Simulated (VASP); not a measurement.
# Ge (Cmcm) in VASP: notebook

The runs below take Ge through single point, with PBEsol.

All numbers are computed with VASP 6.6.1; they aren't measurements. Logs are shortened: lines on timing, memory, paths and dates and some standing lists are left out, and cuts for length are marked.

### 1 The cell of the first run

Symmetry: Cmcm, No. 63, orthorhombic system. The conventional cell has a = 2.915 Å, b = 5.083 Å, c = 4.631 Å, α = 90.00°, β = 90.00°, γ = 90.00°. Within 3.8 Å of Ge (site symmetry m2m) lie 12 Ge at 2.86 to 2.93 Å.

### 2 Single point, PBEsol

Contents of INCAR:

```
PREC = Accurate ; ENCUT = 520
EDIFF = 1E-7 ; ISMEAR = 1
SIGMA = 0.1 ; LREAL = False
LASPH = True ; NELM = 60
ALGO = Normal ; ISIF = 2
LWAVE = False ; LCHARG = False
GGA = PS ; NBANDS = 21
```

Contents of KPOINTS:

```
regular mesh
0
Gamma
  11 11 6
```

Contents of POSCAR:

```
Ge
1.0
    1.4576760478     -2.5417222804      0.0000000000
    1.4576760478      2.5417222804      0.0000000000
    0.0000000000      0.0000000000      4.6310873692
Ge
2
Direct
    0.6665530000      0.3334470000      0.2500000000
    0.3334470000      0.6665530000      0.7500000000
```

Potentials or basis: VASP PAW PBE potentials, release 64 (Ge_d).

Command:

```sh
$ cat potpaw_PBE.64/Ge_d/POTCAR > POTCAR
$ mpirun -np 1 vasp_std > vasp.out
```

OUTCAR:

```text
PREC = Accurate
   ENCUT = 520
   EDIFF = 1E-7
   ISMEAR = 1
   LREAL = False
   LASPH = True
   NELM = 60
   ISIF = 2
   GGA = PS

 ion  position               nearest neighbor table
   1  0.667  0.333  0.250-   2 2.86   2 2.86   2 2.86   2 2.86   2 2.87   2 2.87
   2  0.333  0.667  0.750-   1 2.86   1 2.86   1 2.86   1 2.86   1 2.87   1 2.87

  LATTYP: Found a base centered orthorhombic cell.
 ALAT       =     2.9153520956
 B/A-ratio  =     1.7436811727
 C/A-ratio  =     1.5885173445

  Lattice vectors:

 A1 = (   1.4576760478,  -2.5417222804,   0.0000000000)
 A2 = (   1.4576760478,   2.5417222804,   0.0000000000)
 A3 = (   0.0000000000,   0.0000000000,   4.6310873692)

Analysis of symmetry for initial positions (statically):
=====================================================================
 Subroutine PRICEL returns:
 Original cell was already a primitive cell.

 Routine SETGRP: Setting up the symmetry group for a
 base centered orthorhombic supercell.

 Subroutine GETGRP returns: Found  8 space group operations
 (whereof  4 operations were pure point group operations)
 out of a pool of  8 trial point group operations.

The static configuration has the point symmetry C_2h.
 The point group associated with its full space group is D_2h.

Analysis of symmetry for dynamics (positions and initial velocities):
=====================================================================
 Subroutine PRICEL returns:
 Original cell was already a primitive cell.

 Routine SETGRP: Setting up the symmetry group for a
 base centered orthorhombic supercell.

 Subroutine GETGRP returns: Found  8 space group operations
 (whereof  4 operations were pure point group operations)
 out of a pool of  8 trial point group operations.

The dynamic configuration has the point symmetry C_2h.
 The point group associated with its full space group is D_2h.

 Subroutine INISYM returns: Found  8 space group operations
 (whereof  4 operations are pure point group operations),
 and found     1 'primitive' translations

----------------------------------------------------------------------------------------

                                     Primitive cell

  volume of cell :      34.3164

  direct lattice vectors                    reciprocal lattice vectors
     1.457676048 -2.541722280  0.000000000     0.343011742 -0.196717007  0.000000000
     1.457676048  2.541722280  0.000000000     0.343011742  0.196717007  0.000000000
     0.000000000  0.000000000  4.631087369     0.000000000  0.000000000  0.215932009

  length of vectors
     2.930046350  2.930046350  4.631087369     0.395417040  0.395417040  0.215932009

  position of ions in fractional coordinates (direct lattice)
     0.666553000  0.333447000  0.250000000
     0.333447000  0.666553000  0.750000000

  ion indices of the primitive-cell ions
   primitive index   ion index
                 1           1
                 2           2

----------------------------------------------------------------------------------------

 KPOINTS: regular mesh

Automatic generation of k-mesh.
 Grid dimensions read from file:
 generate k-points for:   11   11    6

 Generating k-lattice:

  Cartesian coordinates                     Fractional coordinates (reciprocal lattice)
     0.031182886 -0.017883364  0.000000000     0.090909091  0.000000000  0.000000000
     0.031182886  0.017883364  0.000000000     0.000000000  0.090909091  0.000000000
     0.000000000  0.000000000  0.035988668     0.000000000  0.000000000  0.166666667

  Length of vectors
     0.035947004  0.035947004  0.035988668

  Shift w.r.t. Gamma in fractional coordinates (k-lattice)
     0.000000000  0.000000000  0.000000000

 Subroutine IBZKPT returns following result:
 ===========================================

 Found    144 irreducible k-points:

 Following reciprocal coordinates:
            Coordinates               Weight
  0.000000  0.000000  0.000000      1.000000
  0.090909 -0.000000  0.000000      4.000000
  0.181818  0.000000  0.000000      4.000000
  0.272727  0.000000  0.000000      4.000000
  0.363636  0.000000  0.000000      4.000000
  0.454545 -0.000000  0.000000      4.000000
[... 16 lines left out ...]
 -0.272727  0.181818  0.000000      4.000000
 -0.181818  0.181818  0.000000      2.000000
 [... further k-points ...]
   k-points           NKPTS =    144   k-points in BZ     NKDIM =    144   number of bands    NBANDS=     21
   number of dos      NEDOS =    301   number of ions     NIONS =      2
   total plane-waves  NPLWV =  20736
   dimension x,y,z NGX =    24 NGY =   24 NGZ =   36
   dimension x,y,z NGXF=    48 NGYF=   48 NGZF=   72
   ions per type =               2
   NGX,Y,Z   is equivalent  to a cutoff of  13.62, 13.62, 12.92 a.u.
   NGXF,Y,Z  is equivalent  to a cutoff of  27.23, 27.23, 25.85 a.u.
 SYSTEM =  unknown system
   PREC   = accura    normal or accurate (medium, high low for compatibility)
   ISTART =      0    job   : 0-new  1-cont  2-samecut
   ICHARG =      2    charge: 1-file 2-atom 10-const
   ISPIN  =      1    spin polarized calculation?
   LNONCOLLINEAR =      F non collinear calculations
   LSORBIT =      F    spin-orbit coupling
   LASPH  =      T    aspherical Exc in radial PAW
   ENCUT  =  520.0 eV  38.22 Ry    6.18 a.u.   5.45  5.45  8.61*2*pi/ulx,y,z
   NELM   =     60;   NELMIN=  2; NELMDL= -5     # of ELM steps
   EDIFF  = 0.1E-06   stopping-criterion for ELM
   LREAL  =      F    real-space projection
   EDIFFG = 0.1E-05   stopping-criterion for IOM
   NSW    =      0    number of steps for IOM
   IBRION =     -1    ionic relax: 0-MD 1-quasi-New 2-CG
   NFREE  =      0    steps in history (QN), initial steepest desc. (CG)
   ISIF   =      2    stress and relaxation
   ISYM   =      2    0-nonsym 1-usesym 2-fastsym
   POTIM  = 0.5000    time-step for ionic-motion
   TEBEG  =    0.0;   TEEND  =   0.0 temperature during run
   PSTRESS=    0.0 pullay stress
   NELECT =      28.0000    total number of electrons
   NUPDOWN=      -1.0000    fix difference up-down
   EMIN   =  10.00;   EMAX   =-10.00  energy-range for DOS
   EFERMI =   0.00;   METHOD = LEGACY
   ISMEAR =     1;   SIGMA  =   0.10  broadening in eV -4-tet -1-fermi 0-gaus
   EFERMI_NEDOS =   21; number of points for ismear=-14 and -15
   IALGO  =     38    algorithm
   IMIX   =      4    mixing-type and parameters
     AMIX     =   0.40;   BMIX     =  1.00
     AMIX_MAG =   1.60;   BMIX_MAG =  1.00
  volume/ion in A,a.u.               =      17.16       115.79
  Fermi-wavevector in a.u.,A,eV,Ry     =   1.529772  2.890851 31.840402  2.340204
  Thomas-Fermi vector in A             =   2.637347
   LORBIT       =      0    0 simple, 1 ext, 2 COOP (PROOUT), +10 PAW based schemes
   GGA     = PS    functional components
   LHFCALC =     F    Hartree Fock is set to
   AEXX    =    0.0000 exact exchange contribution
   IVDW    =     0    specifies the selected vdW correction
   LEPSILON=     F    determine dielectric tensor
   LRPA    =     F    only Hartree local field effects (RPA)
 non-spin polarized calculation
 Methfessel and Paxton  Order N= 1 SIGMA  =   0.10
  energy-cutoff  :      520.00
  volume of cell :       34.32
 maximum number of plane-waves:       954
 NGX is ok and might be reduce to    24
   NGX = 11   NGY = 11   NGZ = 17

 number of electron      28.0000001 magnetization

 Free energy of the ion-electron system (eV)
  ---------------------------------------------------
  ext. energy  EPLUGINS =         0.00000000
  ---------------------------------------------------
  free energy    TOTEN  =        -9.27696240 eV

  energy without entropy =       -9.27680399  energy(sigma->0) =       -9.27690960

 E-fermi :   7.7492     XC(G=0): -11.9239

 val. band max:        7.7431191146   @ k =   0.3636   0.1818   0.5000
 cond. band min:       7.7858856809   @ k =  -0.3636   0.2727   0.3333
 fundamental gap:      0.0427665663
 Fermi energy:         7.7491785318

 k-point     1 :       0.0000    0.0000    0.0000
  band No.  band energies     occupation
      1     -16.9796      2.00000
      2     -16.9686      2.00000
      3     -16.9641      2.00000
      4     -16.9605      2.00000
      5     -16.9567      2.00000
      6     -16.9529      2.00000
[... 13 lines left out ...]
     20      20.8261      0.00000
     21      22.3385      0.00000

 k-point     2 :       0.0909   -0.0000    0.0000
  band No.  band energies     occupation
      1     -16.9815      2.00000
      2     -16.9715      2.00000
      3     -16.9587      2.00000
      4     -16.9513      2.00000
      5     -16.9489      2.00000
      6     -16.9461      2.00000
[... 13 lines left out ...]
     20      21.0314      0.00000
     21      22.3063      0.00000

 k-point     3 :       0.1818    0.0000    0.0000
  band No.  band energies     occupation
      1     -16.9979      2.00000
      2     -16.9663      2.00000
      3     -16.9519      2.00000
      4     -16.9494      2.00000
      5     -16.9441      2.00000
      6     -16.9355      2.00000
[... 13 lines left out ...]
     20      21.2368      0.00000
     21      22.3141      0.00000

 k-point     4 :       0.2727    0.0000    0.0000
  band No.  band energies     occupation
      1     -17.0173      2.00000
      2     -16.9691      2.00000
      3     -16.9660      2.00000
      4     -16.9606      2.00000
      5     -16.9299      2.00000
      6     -16.9053      2.00000
[... 13 lines left out ...]
     20      20.2582      0.00000
     21      21.8348      0.00000

 k-point     5 :       0.3636    0.0000    0.0000
  band No.  band energies     occupation
      1     -17.0338      2.00000
      2     -16.9868      2.00000
      3     -16.9701      2.00000
      4     -16.9699      2.00000
      5     -16.9143      2.00000
      6     -16.8986      2.00000
[... 13 lines left out ...]
     20      19.6199      0.00000
     21      21.1444      0.00000
[... 382 lines left out ...]
     20      19.6671      0.00000
     21      23.6291      0.00000

 k-point    22 :      -0.3636    0.1818    0.0000
  band No.  band energies     occupation
      1     -16.9886      2.00000
      2     -16.9857      2.00000
      3     -16.9827      2.00000
      4     -16.9581      2.00000
      5     -16.9259      2.00000
      6     -16.9094      2.00000
[... 13 lines left out ...]
     20      20.0282      0.00000
     21      20.9696      0.00000

 k-point    23 :      -0.2727    0.1818    0.0000
  band No.  band energies     occupation
      1     -17.0019      2.00000
      2     -16.9732      2.00000
      3     -16.9638      2.00000
      4     -16.9542      2.00000
      5     -16.9402      2.00000
      6     -16.9185      2.00000
[... 13 lines left out ...]
     20      19.2887      0.00000
     21      21.4965      0.00000

 k-point    24 :      -0.1818    0.1818    0.0000
  band No.  band energies     occupation
      1     -17.0010      2.00000
      2     -16.9670      2.00000
      3     -16.9519      2.00000
      4     -16.9485      2.00000
      5     -16.9465      2.00000
      6     -16.9334      2.00000
[... 13 lines left out ...]
     20      21.2342      0.00000
     21      22.4313      0.00000

 [... further k-points ...]
[... 5 lines left out ...]
  --------------------------------------------------------------------------------------
  -------------------------------------------------------------------------------------
  Total        0.5980903      0.7080151      2.3965709      0.0000000     -0.0000000      0.0000000
  in kB       27.9238486     33.0560553    111.8919320      0.0000000     -0.0000000      0.0000000
  external PRESSURE =      57.6239453 kB  Pullay stress =       0.0000000 kB

 VOLUME and BASIS-vectors are now :
 -----------------------------------------------------------------------------
  energy-cutoff  :      520.00
  volume of cell :       34.32
      direct lattice vectors                 reciprocal lattice vectors
     1.457676048 -2.541722280  0.000000000     0.343011742 -0.196717007  0.000000000
     1.457676048  2.541722280  0.000000000     0.343011742  0.196717007  0.000000000
     0.000000000  0.000000000  4.631087369     0.000000000  0.000000000  0.215932009

 POSITION                                       TOTAL-FORCE (eV/Angst)
 -----------------------------------------------------------------------------------
      1.45768     -0.84666      1.15777         0.000000      0.008407     -0.000000
      1.45768      0.84666      3.47332         0.000000     -0.008407      0.000000
 -----------------------------------------------------------------------------------
    total drift:                               -0.000000     -0.000000     -0.000000

  FREE ENERGIE OF THE ION-ELECTRON SYSTEM (eV)
  ---------------------------------------------------
  free  energy   TOTEN  =        -9.2769624024 eV

  energy  without entropy=       -9.2768039857  energy(sigma->0) =       -9.27690960
```

It took 31 s on 1 thread of Intel Xeon 6975P-C (Granite Rapids), shared host; peak memory 0.2 GiB.

What came out:

```yaml
Free_energy: -9.2770 eV
Pressure: 5.8 GPa
Largest_force: 0.008 eV/Å
Band_gap_on_the_k_mesh: zero (band 14 reaches 14.80 eV, above the bottom of band 15 at 4.77 eV)
```

Forces on the atoms (eV/Å):
```
Ge   0.000  0.008  0.000
Ge   0.000 -0.008  0.000
```

Caveat: the PAW data sets were made with another functional, which shifts forces and pressure a little.

### 3 Single point, PBEsol

This run uses another cell than the first one, of 17.52 Å³/atom, 1.021 times its volume.

Contents of INCAR:

```
PREC = Accurate ; ENCUT = 520
EDIFF = 1E-7 ; ISMEAR = 1
SIGMA = 0.1 ; LREAL = F
LASPH = T ; NELM = 100
ALGO = Normal ; ISIF = 2
LWAVE = F ; LCHARG = T
GGA = PS ; LELF = T
LVHAR = T ; NBANDS = 21
```

KPOINTS is that of step 2.

Contents of POSCAR:

```
Ge
1.0
    1.4679417103     -2.5596223229      0.0000000000
    1.4679417103      2.5596223229      0.0000000000
    0.0000000000      0.0000000000      4.6637017351
Ge
2
Direct
    0.6665530000      0.3334470000      0.2500000000
    0.3334470000      0.6665530000      0.7500000000
```

Potentials or basis: VASP PAW PBE potentials, release 64 (Ge_d).

Command:

```sh
$ cat potpaw_PBE.64/Ge_d/POTCAR > POTCAR
$ mpirun -np 1 vasp_std > vasp.out
```

Wall time 35 s (1 thread of Intel Xeon 6975P-C (Granite Rapids), shared host); peak memory 0.21 GiB.

Results (log left out):

```yaml
Free_energy: -9.2989 eV
Pressure: 3.8 GPa
Largest_force: 0.008 eV/Å
Band_gap_on_the_k_mesh: zero (band 14 reaches 14.41 eV, above the bottom of band 15 at 4.61 eV)
```

Forces in eV/Å, atoms in the order of the input:
```
Ge   0.000  0.008  0.000
Ge   0.000 -0.008  0.000
```

Stress tensor (GPa, compression positive):
```
1.07 0.00 0.00
0.00 1.49 0.00
0.00 0.00 8.76
```

Levels at points of the mesh, in eV from the Fermi level:
```csv
k point,band 12,band 13,band 14,band 15,band 16,band 17
"(0.00, 0.00, 0.00)",-7.66,-5.90,6.76,6.88,8.91,9.04
"(0.00, 0.00, 0.50)",-12.11,1.86,1.86,7.96,7.96,8.08
```

Caveat: the PAW data sets were made with another functional, which shifts forces and pressure a little.

### 4 Single point, PBEsol

This run uses another cell than the first one, of 17.89 Å³/atom, 1.043 times its volume.

Contents of INCAR:

```
  ALGO = Normal
  EDIFF = 1E-7
  ENCUT = 520
  GGA = PS
  ISIF = 2
  ISMEAR = 1
  LASPH = T
  LCHARG = F
  LREAL = F
  LWAVE = F
  NBANDS = 21
  NELM = 80
  PREC = Accurate
  SIGMA = 0.1
```

Contents of KPOINTS:

```
k-points
0
Gamma
  11 11 6
```

Contents of POSCAR:

```
Ge
1.0
    1.4780657662     -2.5772754484      0.0000000000
    1.4780657662      2.5772754484      0.0000000000
    0.0000000000      0.0000000000      4.6958662117
Ge
2
Direct
    0.6665530000      0.3334470000      0.2500000000
    0.3334470000      0.6665530000      0.7500000000
```

Command:

```sh
$ cat potpaw_PBE.64/Ge_d/POTCAR > POTCAR
$ mpirun -np 1 vasp_std > vasp.out
```

Wall time 35 s (1 thread of Intel Xeon 6975P-C (Granite Rapids), shared host); peak memory 0.21 GiB.

It converged, with:

```
Free energy            : -9.3123 eV
Pressure               : 2.0 GPa
Largest force          : 0.007 eV/Å
Band gap on the k mesh : zero (band 14 reaches 14.03 eV, above the bottom of band 15 at 4.45 eV)
```

Forces in eV/Å, atoms in the order of the input:
```
Ge   0.000  0.007  0.000
Ge   0.000 -0.007  0.000
```

Stress tensor (GPa, compression positive):
```
-0.51  0.00  0.00
 0.00 -0.16  0.00
 0.00  0.00  6.60
```

Levels at points of the mesh, in eV from the Fermi level:
| k point | band 12 | band 13 | band 14 | band 15 | band 16 | band 17 |
| --- | --- | --- | --- | --- | --- | --- |
| (0.00, 0.00, 0.00) | -7.62 | -5.76 | 6.63 | 6.75 | 8.75 | 8.87 |
| (0.00, 0.00, 0.50) | -11.95 | 1.82 | 1.82 | 7.80 | 7.80 | 7.92 |

Caveat: the PAW data sets were made with another functional, which shifts forces and pressure a little.

### 5 Single point, PBEsol

This run uses another cell than the first one, of 18.25 Å³/atom, 1.064 times its volume.

Contents of INCAR:

```
SYSTEM = Ge
  PREC = Accurate
  ENCUT = 520
  EDIFF = 1E-6
  ISMEAR = 1
  SIGMA = 0.1
  LREAL = .FALSE.
  LASPH = .TRUE.
  NELM = 60
  ALGO = Normal
  ISIF = 2
  LWAVE = .FALSE.
  LCHARG = .FALSE.
  GGA = PS
  NBANDS = 21
```

Contents of KPOINTS:

```
Automatic mesh
0
G
  11 11 6
  0 0 0
```

Contents of POSCAR:

```
Ge
1.0
    1.4880530000     -2.5946900000      0.0000000000
    1.4880530000      2.5946900000      0.0000000000
    0.0000000000      0.0000000000      4.7275960000
Ge
2
Direct
    0.6665530000      0.3334470000      0.2500000000
    0.3334470000      0.6665530000      0.7500000000
```

Command:

```sh
$ cat potpaw_PBE.64/Ge_d/POTCAR > POTCAR
$ mpirun -np 1 vasp_std > vasp.out
```

Wall time 33 s (1 thread of Intel Xeon 6975P-C (Granite Rapids), shared host); peak memory 0.21 GiB.

It converged, with:

| Item | Value |
| --- | --- |
| Free energy | -9.3178 eV |
| Pressure | 0.4 GPa |
| Largest force | 0.008 eV/Å |
| Band gap on the k mesh | zero (band 14 reaches 13.67 eV, above the bottom of band 15 at 4.30 eV) |

Forces on the atoms (eV/Å):
```
Ge   0.000  0.008  0.000
Ge   0.000 -0.008  0.000
```

Stress tensor (GPa, compression positive):
```
-2.01  0.00  0.00
 0.00 -1.62  0.00
 0.00  0.00  4.73
```

Levels at points of the mesh, in eV from the Fermi level:
| k point | band 11 | band 12 | band 13 | band 14 | band 15 | band 16 | band 17 | band 18 |
| --- | --- | --- | --- | --- | --- | --- | --- | --- |
| (0.00, 0.00, 0.00) | -13.47 | -7.57 | -5.63 | 6.51 | 6.62 | 8.59 | 8.71 | 10.02 |
| (0.00, 0.00, 0.50) | -11.79 | -11.79 | 1.78 | 1.78 | 7.65 | 7.65 | 7.76 | 7.76 |

Caveat: the PAW data sets were made with another functional, which shifts forces and pressure a little.

### 6 Summary

```csv
cell,gap on the mesh (eV),pressure (GPa),largest force (eV/Å)
"a = 2.930, b = 2.930, c = 4.631 Å, angles 90.0, 90.0, 120.3°, 2 atoms",none,5.8,0.01
"a = 2.951, b = 2.951, c = 4.664 Å, angles 90.0, 90.0, 120.3°, 2 atoms",none,3.8,0.01
"a = 2.971, b = 2.971, c = 4.696 Å, angles 90.0, 90.0, 120.3°, 2 atoms",none,2.0,0.01
"a = 2.991, b = 2.991, c = 4.728 Å, angles 90.0, 90.0, 120.3°, 2 atoms",none,0.4,0.01
```

Alike in all rows: task single point; level PBEsol; potentials or basis VASP PAW PBE potentials, release 64 (Ge_d); no spin polarisation; k mesh 11 × 11 × 6; cutoff (eV) 520; smearing methfessel-paxton 0.1 eV.

Caveats: the PAW data sets were made with another functional, which shifts forces and pressure a little.

Absolute energies hang on the potentials; compare differences alone.
